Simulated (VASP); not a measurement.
Wanted: the native input for a VASP 6.6.1 run.

```yaml
Task: single point
Functional: PBEsol
Potentials_or_basis: VASP PAW PBE potentials, release 64 (Ti_sv)
Cutoff: 520 eV
k_mesh: 7 × 7 × 10
Occupations: fermi-dirac, width 0.02 eV
Spin: no spin polarisation
Dipole_correction: no
Further_INCAR_settings: ALGO = Normal; EDIFF = 1e-07; NBANDS = 25
```

The structure of Ti lies in POSCAR:

```
Ti
1.0
    4.5147650887      0.0000000000      0.0000000000
   -2.2573825444      3.9099012589      0.0000000000
    0.0000000000      0.0000000000      2.7983453550
Ti
3
Direct
    0.0000000000      0.0000000000      0.0000000000
    0.3333333333      0.6666666667      0.5000000000
    0.6666666667      0.3333333333      0.5000000000
```

This isn't the form of Ti at room conditions, which is hcp.

One way to write it, as run:

INCAR

```
PREC = Accurate ; ENCUT = 520
EDIFF = 1E-7 ; ISMEAR = -1
SIGMA = 0.02 ; LREAL = F
LASPH = T ; NELM = 80
ALGO = Normal ; ISIF = 2
LWAVE = F ; LCHARG = F
GGA = PS ; NBANDS = 25
```

KPOINTS

```
regular mesh
0
Gamma
  7 7 10
```

Potentials or basis: VASP PAW PBE potentials, release 64 (Ti_sv).

Launch:

```sh
$ cat potpaw_PBE.64/Ti_sv/POTCAR > POTCAR
$ mpirun -np 1 vasp_std > vasp.out
```

It gave:

```yaml
Pressure: -0.3 GPa
Band_gap_on_the_k_mesh: zero (bands 18 and 19 overlap by 0.30 eV)
```

Caveat: the PAW data sets were made with another functional, which shifts forces and pressure a little.

Run time: 30 s on 1 thread of Intel(R) Xeon(R) 6975P-C (Granite Rapids) (shared host), peak memory 0.19 GiB.
